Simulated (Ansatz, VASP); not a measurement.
**One calculation of RbBr, two programs**

```
CELL_PARAMETERS angstrom
4.07017 0.00000 0.00000
0.00000 4.07017 0.00000
0.00000 0.00000 4.07017
ATOMIC_POSITIONS crystal
Rb 0.00000 0.00000 0.00000
Br 0.50000 0.50000 0.50000
```

Alike in both runs: task relaxation of cell and atoms; functional PBEsol; k mesh 6 × 6 × 6; no spin polarisation.

|  | VASP | Ansatz |
| --- | --- | --- |
| version | VASP 6.6.1 | Ansatz 0.2.0 |
| potentials or method | VASP PAW PBE potentials, release 64 (Rb_sv, Br), cutoff 600 eV | scalar-relativistic, plane waves, PAW |
| occupations | gaussian, width 0.01 eV | fixed |
| valence electrons in the cell | 16 | 16 |

|  | VASP | Ansatz | Ansatz less VASP |
| --- | --- | --- | --- |
| gap on the k mesh at the Fermi level, each at its own relaxed structure (eV) | 4.02 | 4.03 | +0.012 |
| relaxed volume (Å³/atom) | 33.89 | 33.78 | -0.102 |
| relaxed cell length with the largest relative difference (Å) | 4.077 | 4.073 | -0.0041 |

VASP's potentials were made for PBE, not for PBEsol.
